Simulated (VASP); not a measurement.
# AlN (F-43m) in VASP: a series of runs

AlN is run at these levels: r2SCAN; tasks: single point.

Program: VASP 6.6.1. These are calculated values, not measurements. Logs are shortened: lines on timing, memory, paths and dates and some standing lists are left out, and cuts for length are marked.

## 1. The cell of the first run

Symmetry: F-43m, No. 216, cubic system. Conventional cell: a = 4.369 Å, b = 4.369 Å, c = 4.369 Å, α = 90.00°, β = 90.00°, γ = 90.00°. Within 2.5 Å of Al (site symmetry -43m) lie 4 N at 1.89 Å. Within 2.5 Å of N (site symmetry -43m) lie 4 Al at 1.89 Å.

## 2. Single point, r2SCAN

File POSCAR:

```
AlN
1.0
    0.0000000000      2.1847290864      2.1847290864
    2.1847290864      0.0000000000      2.1847290864
    2.1847290864      2.1847290864      0.0000000000
Al N
1 1
Direct
    0.0000000000      0.0000000000      0.0000000000
    0.2500000000      0.2500000000      0.2500000000
```

File INCAR.step1:

```
PREC = Accurate
ENCUT = 660
ISMEAR = 0
SIGMA = 0.02
LREAL = False
LASPH = True
NELM = 120
NBANDS = 11
GGA = PE
ALGO = Normal
EDIFF = 1E-5
LWAVE = True
LCHARG = False
GGA_COMPAT = False
```

File INCAR.step2:

```
PREC = Accurate
ENCUT = 660
EDIFF = 1E-6
ISMEAR = 0
SIGMA = 0.02
LREAL = False
LASPH = True
NELM = 120
ALGO = Normal
ISIF = 2
LWAVE = False
LCHARG = False
METAGGA = R2SCAN
LMIXTAU = True
NBANDS = 11
ISTART = 1
GGA_COMPAT = False
```

File KPOINTS:

```
Automatic mesh
0
Gamma
  10 10 10
```

Potentials or basis: VASP PAW PBE potentials, release 64 (Al, N).

The run is started by

```sh
cat potpaw_PBE.64/Al/POTCAR potpaw_PBE.64/N/POTCAR > POTCAR
cp INCAR.step1 INCAR
mpirun -np 1 vasp_std > vasp.out
cp INCAR.step2 INCAR
mpirun -np 1 vasp_std > vasp.out
```

OUTCAR:

```text
PREC = Accurate
   ENCUT = 660
   EDIFF = 1E-6
   ISMEAR = 0
   LREAL = False
   LASPH = True
   NELM = 120
   ISIF = 2
   METAGGA = R2SCAN
   ISTART = 1

 ion  position               nearest neighbor table
   1  0.000  0.000  0.000-   2 1.89   2 1.89   2 1.89   2 1.89
   2  0.250  0.250  0.250-   1 1.89   1 1.89   1 1.89   1 1.89

  LATTYP: Found a face centered cubic cell.
 ALAT       =     4.3694581728

  Lattice vectors:

 A1 = (   0.0000000000,   2.1847290864,   2.1847290864)
 A2 = (   2.1847290864,   0.0000000000,   2.1847290864)
 A3 = (   2.1847290864,   2.1847290864,   0.0000000000)

Analysis of symmetry for initial positions (statically):
=====================================================================
 Subroutine PRICEL returns:
 Original cell was already a primitive cell.

 Routine SETGRP: Setting up the symmetry group for a
 face centered cubic supercell.

 Subroutine GETGRP returns: Found 24 space group operations
 (whereof 24 operations were pure point group operations)
 out of a pool of 48 trial point group operations.

The static configuration has the point symmetry T_d .

Analysis of symmetry for dynamics (positions and initial velocities):
=====================================================================
 Subroutine PRICEL returns:
 Original cell was already a primitive cell.

 Routine SETGRP: Setting up the symmetry group for a
 face centered cubic supercell.

 Subroutine GETGRP returns: Found 24 space group operations
 (whereof 24 operations were pure point group operations)
 out of a pool of 48 trial point group operations.

The dynamic configuration has the point symmetry T_d .

 Subroutine INISYM returns: Found 24 space group operations
 (whereof 24 operations are pure point group operations),
 and found     1 'primitive' translations

----------------------------------------------------------------------------------------

                                     Primitive cell

  volume of cell :      20.8556

  direct lattice vectors                    reciprocal lattice vectors
     0.000000000  2.184729086  2.184729086    -0.228861328  0.228861328  0.228861328
     2.184729086  0.000000000  2.184729086     0.228861328 -0.228861328  0.228861328
     2.184729086  2.184729086  0.000000000     0.228861328  0.228861328 -0.228861328

  length of vectors
     3.089673504  3.089673504  3.089673504     0.396399448  0.396399448  0.396399448

  position of ions in fractional coordinates (direct lattice)
     0.000000000  0.000000000  0.000000000
     0.250000000  0.250000000  0.250000000

  ion indices of the primitive-cell ions
   primitive index   ion index
                 1           1
                 2           2

----------------------------------------------------------------------------------------

 KPOINTS: Automatic mesh

Automatic generation of k-mesh.
 Grid dimensions read from file:
 generate k-points for:   10   10   10

 Generating k-lattice:

  Cartesian coordinates                     Fractional coordinates (reciprocal lattice)
    -0.022886133  0.022886133  0.022886133     0.100000000  0.000000000  0.000000000
     0.022886133 -0.022886133  0.022886133     0.000000000  0.100000000  0.000000000
     0.022886133  0.022886133 -0.022886133     0.000000000  0.000000000  0.100000000

  Length of vectors
     0.039639945  0.039639945  0.039639945

  Shift w.r.t. Gamma in fractional coordinates (k-lattice)
     0.000000000  0.000000000  0.000000000

 Subroutine IBZKPT returns following result:
 ===========================================

 Found     47 irreducible k-points:

 Following reciprocal coordinates:
            Coordinates               Weight
  0.000000  0.000000  0.000000      1.000000
  0.100000  0.000000  0.000000      8.000000
  0.200000  0.000000  0.000000      8.000000
  0.300000  0.000000  0.000000      8.000000
  0.400000  0.000000  0.000000      8.000000
  0.500000  0.000000  0.000000      4.000000
[... 16 lines left out ...]
  0.300000  0.300000  0.000000      6.000000
  0.400000  0.300000  0.000000     24.000000
 [... further k-points ...]
   k-points           NKPTS =     47   k-points in BZ     NKDIM =     47   number of bands    NBANDS=     11
   number of dos      NEDOS =    301   number of ions     NIONS =      2
   total plane-waves  NPLWV =  21952
   dimension x,y,z NGX =    28 NGY =   28 NGZ =   28
   dimension x,y,z NGXF=    56 NGYF=   56 NGZF=   56
   ions per type =               1   1
   NGX,Y,Z   is equivalent  to a cutoff of  15.07, 15.07, 15.07 a.u.
   NGXF,Y,Z  is equivalent  to a cutoff of  30.13, 30.13, 30.13 a.u.
 SYSTEM =  unknown system
   PREC   = accura    normal or accurate (medium, high low for compatibility)
   ISTART =      1    job   : 0-new  1-cont  2-samecut
   ICHARG =      0    charge: 1-file 2-atom 10-const
   ISPIN  =      1    spin polarized calculation?
   LNONCOLLINEAR =      F non collinear calculations
   LSORBIT =      F    spin-orbit coupling
   LASPH  =      T    aspherical Exc in radial PAW
   ENCUT  =  660.0 eV  48.51 Ry    6.96 a.u.   6.47  6.47  6.47*2*pi/ulx,y,z
   NELM   =    120;   NELMIN=  2; NELMDL=  0     # of ELM steps
   EDIFF  = 0.1E-05   stopping-criterion for ELM
   LREAL  =      F    real-space projection
   EDIFFG = 0.1E-04   stopping-criterion for IOM
   NSW    =      0    number of steps for IOM
   IBRION =     -1    ionic relax: 0-MD 1-quasi-New 2-CG
   NFREE  =      0    steps in history (QN), initial steepest desc. (CG)
   ISIF   =      2    stress and relaxation
   ISYM   =      2    0-nonsym 1-usesym 2-fastsym
   POTIM  = 0.5000    time-step for ionic-motion
   TEBEG  =    0.0;   TEEND  =   0.0 temperature during run
   PSTRESS=    0.0 pullay stress
   NELECT =       8.0000    total number of electrons
   NUPDOWN=      -1.0000    fix difference up-down
   EMIN   =  10.00;   EMAX   =-10.00  energy-range for DOS
   EFERMI =   0.00;   METHOD = LEGACY
   ISMEAR =     0;   SIGMA  =   0.02  broadening in eV -4-tet -1-fermi 0-gaus
   EFERMI_NEDOS =   21; number of points for ismear=-14 and -15
   IALGO  =     38    algorithm
   IMIX   =      4    mixing-type and parameters
     AMIX     =   0.40;   BMIX     =  1.00
     AMIX_MAG =   1.60;   BMIX_MAG =  1.00
  volume/ion in A,a.u.               =      10.43        70.37
  Fermi-wavevector in a.u.,A,eV,Ry     =   1.189499  2.247826 19.250975  1.414907
  Thomas-Fermi vector in A             =   2.325604
   LORBIT       =      0    0 simple, 1 ext, 2 COOP (PROOUT), +10 PAW based schemes
   METAGGA = R2SCAN    functional components
   LHFCALC =     F    Hartree Fock is set to
   AEXX    =    0.0000 exact exchange contribution
   IVDW    =     0    specifies the selected vdW correction
   LEPSILON=     F    determine dielectric tensor
   LRPA    =     F    only Hartree local field effects (RPA)
 non-spin polarized calculation
 Gauss-broadening in eV      SIGMA  =   0.02
  energy-cutoff  :      660.00
  volume of cell :       20.86
 maximum number of plane-waves:       821
 NGX is ok and might be reduce to    28
   NGX = 13   NGY = 13   NGZ = 13

 number of electron       7.9999999 magnetization

 Free energy of the ion-electron system (eV)
  ---------------------------------------------------
  ext. energy  EPLUGINS =         0.00000000
  ---------------------------------------------------
  free energy    TOTEN  =       -19.17882485 eV

  energy without entropy =      -19.17882485  energy(sigma->0) =      -19.17882485

 E-fermi :   5.8894     XC(G=0): -11.4139

 val. band max:        5.6837164533   @ k =   0.0000   0.0000   0.0000
 cond. band min:       9.6174007184   @ k =   0.5000   0.5000   0.0000
 fundamental gap:      3.9336842651
 Fermi energy:         5.8894135791

 k-point     1 :       0.0000    0.0000    0.0000
  band No.  band energies     occupation
      1     -10.0527      2.00000
      2       5.6837      2.00000
      3       5.6837      2.00000
      4       5.6837      2.00000
      5      10.5664      0.00000
      6      19.1947      0.00000
      7      19.1947      0.00000
      8      19.1947      0.00000
      9      24.2093      0.00000
     10      24.2093      0.00000
     11      25.9185      0.00000

 k-point     2 :       0.1000    0.0000    0.0000
  band No.  band energies     occupation
      1      -9.9062      2.00000
      2       4.8833      2.00000
      3       5.6318      2.00000
      4       5.6318      2.00000
      5      11.2256      0.00000
      6      18.8157      0.00000
      7      19.3351      0.00000
      8      19.3351      0.00000
      9      22.9826      0.00000
     10      22.9826      0.00000
     11      25.1166      0.00000

 k-point     3 :       0.2000    0.0000    0.0000
  band No.  band energies     occupation
      1      -9.4908      2.00000
      2       3.2604      2.00000
      3       5.5020      2.00000
      4       5.5020      2.00000
      5      12.3918      0.00000
      6      18.0248      0.00000
      7      19.2272      0.00000
      8      19.2272      0.00000
      9      22.4891      0.00000
     10      22.4891      0.00000
     11      24.2415      0.00000

 k-point     4 :       0.3000    0.0000    0.0000
  band No.  band energies     occupation
      1      -8.8932      2.00000
      2       1.5892      2.00000
      3       5.3526      2.00000
      4       5.3526      2.00000
      5      13.2874      0.00000
      6      17.2629      0.00000
      7      18.4910      0.00000
      8      18.4910      0.00000
      9      23.6650      0.00000
     10      23.6650      0.00000
     11      24.0967      0.00000

 k-point     5 :       0.4000    0.0000    0.0000
  band No.  band energies     occupation
      1      -8.3051      2.00000
      2       0.2975      2.00000
      3       5.2395      2.00000
      4       5.2395      2.00000
      5      13.7499      0.00000
      6      16.7112      0.00000
      7      17.8527      0.00000
      8      17.8527      0.00000
      9      24.6105      0.00000
     10      25.6416      0.00000
     11      25.6416      0.00000
[... 211 lines left out ...]
 k-point    21 :      -0.3000    0.2000    0.0000
  band No.  band energies     occupation
      1      -8.1502      2.00000
      2       1.0512      2.00000
      3       3.4766      2.00000
      4       5.1605      2.00000
      5      14.3673      0.00000
      6      15.5873      0.00000
      7      18.4820      0.00000
      8      18.8246      0.00000
      9      23.1196      0.00000
     10      25.6702      0.00000
     11      28.2096      0.00000

 k-point    22 :      -0.2000    0.2000    0.0000
  band No.  band energies     occupation
      1      -8.6963      2.00000
      2       1.8978      2.00000
      3       3.9829      2.00000
      4       5.4291      2.00000
      5      14.0395      0.00000
      6      16.4903      0.00000
      7      18.0641      0.00000
      8      19.0175      0.00000
      9      21.6291      0.00000
     10      25.3541      0.00000
     11      28.1822      0.00000

 k-point    23 :       0.3000    0.3000    0.0000
  band No.  band energies     occupation
      1      -8.5190      2.00000
      2       2.1359      2.00000
      3       4.4244      2.00000
      4       4.4244      2.00000
      5      11.6876      0.00000
      6      16.2691      0.00000
      7      18.5351      0.00000
      8      21.2880      0.00000
      9      21.2880      0.00000
     10      27.0506      0.00000
     11      30.7553      0.00000

 k-point    24 :       0.4000    0.3000    0.0000
  band No.  band energies     occupation
      1      -8.0674      2.00000
      2       1.4939      2.00000
      3       3.9656      2.00000
      4       4.2577      2.00000
      5      11.2544      0.00000
      6      16.0972      0.00000
      7      18.9703      0.00000
      8      21.3569      0.00000
      9      21.9277      0.00000
     10      28.1199      0.00000
     11      30.5339      0.00000

 [... further k-points ...]

------------------------ aborting loop because EDIFF is reached ----------------------------------------

  FORCE on cell =-STRESS in cart. coord.  units (eV):
  Direction    XX          YY          ZZ          XY          YZ          ZX
  --------------------------------------------------------------------------------------
  -------------------------------------------------------------------------------------
  Total       -0.0407058     -0.0407058     -0.0407058      0.0000000      0.0000000     -0.0000000
  in kB       -3.1271139     -3.1271139     -3.1271139      0.0000000      0.0000000     -0.0000000
  external PRESSURE =      -3.1271139 kB  Pullay stress =       0.0000000 kB

 VOLUME and BASIS-vectors are now :
 -----------------------------------------------------------------------------
  energy-cutoff  :      660.00
  volume of cell :       20.86
      direct lattice vectors                 reciprocal lattice vectors
     0.000000000  2.184729086  2.184729086    -0.228861328  0.228861328  0.228861328
     2.184729086  0.000000000  2.184729086     0.228861328 -0.228861328  0.228861328
     2.184729086  2.184729086  0.000000000     0.228861328  0.228861328 -0.228861328

 POSITION                                       TOTAL-FORCE (eV/Angst)
 -----------------------------------------------------------------------------------
      0.00000      0.00000      0.00000        -0.000000     -0.000000     -0.000000
      1.09236      1.09236      1.09236         0.000000      0.000000      0.000000
 -----------------------------------------------------------------------------------
    total drift:                                0.000000      0.000000      0.000000

  FREE ENERGIE OF THE ION-ELECTRON SYSTEM (eV)
  ---------------------------------------------------
  free  energy   TOTEN  =       -19.1788248528 eV

  energy  without entropy=      -19.1788248528  energy(sigma->0) =      -19.17882485
```

It took 2 min on 1 thread of Intel Xeon 8259CL, shared host; peak memory 0.16 GiB.

Results:

- Free energy: -19.1788 eV
- Pressure: -0.3 GPa
- Band gap on the k mesh: 3.93 eV (least direct gap 4.88 eV)

Levels at points of the mesh, in eV from the valence-band top:
```
           k point  band 1  band 2  band 3  band 4  band 5  band 6  band 7  band 8  band 9
(0.00, 0.00, 0.00)  -15.74    0.00    0.00    0.00    4.88   13.51   13.51   13.51   18.53
(0.50, 0.00, 0.00)  -13.73   -5.89   -0.49   -0.49    8.20   10.82   11.94   11.94   19.31
(0.50, 0.50, 0.00)  -13.10   -4.95   -1.81   -1.81    3.93    9.47   15.19   16.94   16.94
```

Caveat: the PAW data sets were made with another functional, which shifts forces and pressure a little. A k mesh can miss the band edges.

## 3. Single point, r2SCAN

POSCAR is that of step 2.

File INCAR.step1:

```
SYSTEM = AlN
PREC = Accurate
ENCUT = 660
ISMEAR = 0
SIGMA = 0.02
LREAL = .False.
LASPH = .True.
NELM = 120
NBANDS = 11
GGA = PE
ALGO = Normal
EDIFF = 1E-5
LWAVE = .True.
LCHARG = .False.
GGA_COMPAT = .False.
```

File INCAR.step2:

```
SYSTEM = AlN
PREC = Accurate
ENCUT = 660
EDIFF = 1E-6
ISMEAR = 0
SIGMA = 0.02
LREAL = .False.
LASPH = .True.
NELM = 120
ALGO = Normal
ISIF = 2
LWAVE = .False.
LCHARG = .False.
METAGGA = R2SCAN
LMIXTAU = .True.
NBANDS = 11
ISTART = 1
GGA_COMPAT = .False.
```

File KPOINTS:

```
regular mesh
0
Gamma
  10 10 10
  0 0 0
```

Potentials or basis: VASP PAW PBE potentials, release 64 (Al, N).

The run is started by

```sh
cat potpaw_PBE.64/Al/POTCAR potpaw_PBE.64/N/POTCAR > POTCAR
cp INCAR.step1 INCAR
mpirun -np 1 vasp_std > vasp.out
cp INCAR.step2 INCAR
mpirun -np 1 vasp_std > vasp.out
```

It took 2.1 min on 1 thread of Intel Xeon 8259CL, shared host; peak memory 0.16 GiB.

It converged, with:

```
Free energy            : -19.1788 eV
Pressure               : -0.3 GPa
Band gap on the k mesh : 3.93 eV (least direct gap 4.88 eV)
```

Levels at points of the mesh, in eV from the valence-band top:
```
           k point  band 1  band 2  band 3  band 4  band 5  band 6  band 7  band 8
(0.00, 0.00, 0.00)  -15.74    0.00    0.00    0.00    4.88   13.51   13.51   13.51
(0.50, 0.00, 0.00)  -13.73   -5.89   -0.49   -0.49    8.20   10.82   11.94   11.94
(0.50, 0.50, 0.00)  -13.10   -4.95   -1.81   -1.81    3.93    9.47   15.19   16.94
```

Caveat: the PAW data sets were made with another functional, which shifts forces and pressure a little.
